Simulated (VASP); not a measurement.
Write the native input for VASP 6.6.1 that does the following.

* Task: single point
* Functional: PBE
* Potentials or basis: VASP PAW PBE potentials, release 64 (Br)
* Cutoff: 520 eV
* k mesh: 20 × 20 × 20
* Occupations: gaussian, width 0.1 eV
* Spin: no spin polarisation
* Dipole correction: no
* Further INCAR settings: ALGO = Normal; EDIFF = 1e-07; NBANDS = 10

The structure of Br lies in POSCAR:

```
Br
1.0
   -1.3016820508      1.6541901071      3.6921290780
    1.3016820508     -1.6541901071      3.6921290780
    1.3016820508      1.6541901071     -3.6921290780
Br
1
Direct
    0.0000000000      0.0000000000      0.0000000000
```

This cell differs from its parent crystal: strained.

The input as run:

INCAR

```
ALGO     = Normal         # electronic algorithm
EDIFF    = 1E-7           # SCF threshold, eV
ENCUT    = 520            # plane-wave cutoff, eV
GGA      = PE             # functional
ISIF     = 2              # what is computed and relaxed
ISMEAR   = 0              # smearing method
LASPH    = T              # aspherical terms in the spheres
LCHARG   = T              # write CHGCAR
LELF     = T              # ELF
LREAL    = F              # projectors in reciprocal space
LVHAR    = T            
LWAVE    = F              # write WAVECAR
NBANDS   = 10             # bands
NELM     = 80             # most SCF steps
PREC     = Accurate       # precision mode
SIGMA    = 0.1            # smearing width, eV
```

KPOINTS

```
k-points
0
Gamma
  20 20 20
```

Potentials or basis: VASP PAW PBE potentials, release 64 (Br).

The run is started by

```sh
$ cat potpaw_PBE.64/Br/POTCAR > POTCAR
$ mpirun -np 1 vasp_std > vasp.out
```

It gave:

- Pressure: 1.1 GPa
- Band gap on the k mesh: zero (an odd number of electrons rules out a gap without spin polarisation)

Caveat: the cell differs from its parent crystal (strained); an odd number of electrons without spin polarisation forces a metal; a magnetic or distorted state may lie lower.

Run time: 2.1 min on 1 thread of Intel(R) Xeon(R) 6975P-C (Granite Rapids) (shared host), peak memory 0.46 GiB.
